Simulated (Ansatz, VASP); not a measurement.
# Y in VASP and in Ansatz

Contents of INCAR:

```
SYSTEM = Y
PREC = Accurate ; ENCUT = 520
EDIFF = 1E-6 ; ISMEAR = -1
SIGMA = 0.1 ; LREAL = .FALSE.
LASPH = .TRUE. ; NELM = 60
ALGO = Normal ; ISIF = 2
LWAVE = .FALSE. ; LCHARG = .FALSE.
GGA = PE ; NBANDS = 12
```

Contents of KPOINTS:

```
regular mesh
0
G
  11 11 11
  0 0 0
```

Contents of POSCAR:

```
Y
1.0
    3.1823870403      0.0000000000      0.0000000000
    0.0000000000      3.1823870403      0.0000000000
    0.0000000000      0.0000000000      3.1823870403
Y
1
Direct
    0.0000000000      0.0000000000      0.0000000000
```

Input for Ansatz:

```yaml
crystal:
  lattice:
    - [3.1823870403, 0.0, 0.0]
    - [0.0, 3.1823870403, 0.0]
    - [0.0, 0.0, 3.1823870403]
  atoms:
    - { symbol: "Y", position: [0.0, 0.0, 0.0] }
hamiltonian:
  xc: pbe
  pseudopotentials:
    kind: paw
    azcp:
      "Y": "pseudopotentials/Y.paw.azcp"
basis:
  ecutwfc: 420
  fft_grid_basis: typed
kpoints:
  mp_grid: { grid: [11, 11, 11], shift: [0, 0, 0] }
magnetization:
  spin_polarized: false
scf:
  occupations: { method: fermi_dirac, width: 0.1 }
  lower_state_search: "off"
output:
  stress: true
  write_density: true
  write_potential: true
  elf: true
  volumetric_format: npy
```

Alike in both runs: task single point; functional PBE; k mesh 11 × 11 × 11; occupations fermi-dirac, width 0.1 eV; no spin polarisation.

|  | VASP | Ansatz |
| --- | --- | --- |
| version | VASP 6.6.1 | Ansatz 0.2.0 |
| potentials or method | VASP PAW PBE potentials, release 64 (Y_sv), cutoff 520 eV | plane waves (420 eV) with PAW, scalar-relativistic |
| valence electrons in the cell | 11 | 11 |

|  | VASP | Ansatz | Ansatz less VASP |
| --- | --- | --- | --- |
| pressure (GPa) | 2.4 | 2.4 | +0.05 |
